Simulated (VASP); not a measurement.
HgTe: single point with HSE06

Crystal: HgTe.

```xyz
2
Lattice="0.0000 3.2524 3.2524 3.2524 0.0000 3.2524 3.2524 3.2524 0.0000" Properties=species:S:1:pos:R:3 pbc="T T T"
Hg    0.0000    0.0000    0.0000
Te    1.6262    1.6262    1.6262
```

This cell differs from its parent crystal: strain -1.1%.

| Item | Value |
| --- | --- |
| Program | VASP 6.6.1 |
| Task | single point |
| Functional | HSE06 |
| Potentials or basis | VASP PAW PBE potentials, release 64 (Hg, Te) |
| Cutoff | 520 eV |
| k mesh | 4 × 4 × 4 |
| Occupations | fermi-dirac, width 0.02 eV |
| Spin | no spin polarisation |
| Dipole correction | no |
| Grid for exact exchange (PRECFOCK) | Normal |
| Further INCAR settings | ALGO = Normal; EDIFF = 1e-07; NBANDS = 16 |
| Share of exact exchange | 0.25 |
| Screening parameter | 0.2079 1/Å |

| Item | Value |
| --- | --- |
| Pressure | 1.6 GPa |
| Band gap on the k mesh | zero (filled and empty bands touch) |

Levels at points of the mesh, in eV from the Fermi level:
| k point | band 7 | band 8 | band 9 | band 10 | band 11 | band 12 |
| --- | --- | --- | --- | --- | --- | --- |
| (0.00, 0.00, 0.00) | -0.18 | -0.01 | -0.01 | -0.01 | 5.01 | 5.01 |
| (0.50, 0.00, 0.00) | -5.78 | -1.05 | -1.05 | 1.35 | 5.82 | 5.82 |
| (0.50, 0.50, 0.00) | -5.77 | -2.39 | -2.39 | 2.58 | 3.11 | 9.17 |

It took 33 min on 1 thread of Intel(R) Xeon(R) Platinum 8175M CPU @ 2.50GHz (Skylake/Cascade Lake), with other jobs on the host, peak memory 0.31 GiB.

Caveat: the k points lie up to 0.42 Å⁻¹ apart; the cell differs from its parent crystal (strain -1.1%); the PAW data sets were made with another functional, which shifts forces and pressure a little; spin-orbit coupling is left out, which moves the levels of the heavy elements.
